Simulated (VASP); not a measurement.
Set up this calculation in VASP 6.6.1, as the native input.

```yaml
Task: single point
Functional: PBE
Potentials_or_basis: VASP PAW PBE potentials, release 64 (Sc_sv)
Cutoff: 520 eV
k_mesh: 8 × 8 × 4
Occupations: methfessel-paxton, width 0.033 eV
Spin: no spin polarisation
Dipole_correction: no
Further_INCAR_settings: ALGO = Normal; EDIFF = 1e-06; NBANDS = 18
```

The structure of Sc lies in POSCAR:

```
Sc
1.0
    3.7050700000      0.0000000000      0.0000000000
   -1.8525350000      3.2086850000      0.0000000000
    0.0000000000      0.0000000000      6.0550450000
Sc
2
Direct
    0.3333300000      0.6666700000      0.2500000000
    0.6666600000      0.3333300000      0.7500000000
```

The input as run:

INCAR

```
SYSTEM = Sc
ALGO = Normal ; EDIFF = 1E-6
ENCUT = 520 ; GGA = PE
ISIF = 2 ; ISMEAR = 1
LASPH = .True. ; LCHARG = .False.
LREAL = .False. ; LWAVE = .False.
NBANDS = 18 ; NELM = 100
PREC = Accurate ; SIGMA = 0.033
```

KPOINTS

```
k-points
0
Gamma
  8 8 4
  0 0 0
```

Potentials or basis: VASP PAW PBE potentials, release 64 (Sc_sv).

Command:

```bash
$ cat potpaw_PBE.64/Sc_sv/POTCAR > POTCAR
$ mpirun -np 1 vasp_std > vasp.out
```

Results of the run:

```yaml
Pressure: -10.5 GPa
Band_gap_on_the_k_mesh: zero (bands 11 and 12 overlap by 0.81 eV)
```

Caveat: the cell stands under tension.

Wall time 52 s on 1 thread of Intel(R) Xeon(R) Platinum 8375C CPU @ 2.90GHz (Ice Lake), on a shared host, peak memory 0.22 GiB.
